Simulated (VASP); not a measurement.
A run of VASP 6.6.1:

INCAR

```
SYSTEM = CaIrN2
  PREC = Accurate
  ENCUT = 600
  EDIFF = 1E-6
  ISMEAR = -1
  SIGMA = 0.1
  LREAL = .FALSE.
  LASPH = .TRUE.
  NELM = 120
  ALGO = Normal
  ISIF = 2
  LWAVE = .FALSE.
  LCHARG = .FALSE.
  GGA = PE
  NBANDS = 22
  GGA_COMPAT = .FALSE.
```

KPOINTS

```
regular mesh
0
G
  8 8 8
  0 0 0
```

The input POSCAR:

```
CaIrN2
1.0
    1.5800665263      0.9122518330      4.8004279372
   -1.5800665263      0.9122518330      4.8004279372
    0.0000000000     -1.8245036660      4.8004279372
Ca Ir N
1 1 2
Direct
    0.0000000000      0.0000000000      0.0000000000
    0.5000000000      0.5000000000      0.5000000000
    0.7691190000      0.7691190000      0.7691190000
    0.2308810000      0.2308810000      0.2308810000
```

Potentials or basis: VASP PAW PBE potentials, release 64 (Ca_sv, Ir, N).

Launch:

```sh
$ cat potpaw_PBE.64/Ca_sv/POTCAR potpaw_PBE.64/Ir/POTCAR potpaw_PBE.64/N/POTCAR > POTCAR
$ mpirun -np 1 vasp_std > vasp.out
```

Hardware: 1 thread of Intel Xeon 8259CL, with other jobs on the host.

Q: Estimate the wall time of this run.

A: Wall time 5.1 min on 1 thread of Intel Xeon 8259CL, on a shared host, peak memory 0.32 GiB. Counts: scf iterations 14, k points 65.
